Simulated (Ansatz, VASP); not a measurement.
W in VASP and in Ansatz

The input INCAR:

```
PREC = Accurate
ENCUT = 520
EDIFF = 1E-6
ISMEAR = -1
SIGMA = 0.1
LREAL = False
LASPH = True
NELM = 80
ALGO = Normal
ISIF = 2
LWAVE = False
LCHARG = False
GGA = PE
NBANDS = 13
```

Contents of KPOINTS:

```
regular mesh
0
Gamma
  19 19 19
```

Contents of POSCAR:

```
W
1.0
    2.7061998572      0.0000000000      0.0000000000
    0.0000000000      2.7061998572      0.0000000000
    0.0000000000      0.0000000000      2.7061998572
W
1
Direct
    0.0000000000      0.0000000000      0.0000000000
```

Input for Ansatz:

```yaml
crystal:
  lattice:
    - [2.7061998572, 0.0, 0.0]
    - [0.0, 2.7061998572, 0.0]
    - [0.0, 0.0, 2.7061998572]
  atoms:
    - { symbol: W, position: [0.0, 0.0, 0.0] }
hamiltonian:
  xc: pbe
  pseudopotentials:
    kind: paw
    azcp:
      W: "pseudopotentials/W.paw.azcp"
basis:
  ecutwfc: 420
  fft_grid_basis: typed
kpoints:
  mp_grid: { grid: [19, 19, 19], shift: [0, 0, 0] }
magnetization:
  spin_polarized: false
scf:
  occupations: { method: fermi_dirac, width: 0.1 }
output:
  stress: true
```

Alike in both runs: task single point; functional PBE; k mesh 19 × 19 × 19; occupations fermi-dirac, width 0.1 eV; no spin polarisation.

```csv
,VASP,Ansatz
version,VASP 6.6.1,Ansatz 0.2.0
potentials or method,"VASP PAW PBE potentials, release 64 (W_sv), cutoff 520 eV","plane waves (420 eV) with PAW, scalar-relativistic"
valence electrons in the cell,14,14
```

```csv
,VASP,Ansatz,Ansatz less VASP
pressure (GPa),-13.4,-13.7,-0.32
```

Neither program's run includes spin-orbit coupling.
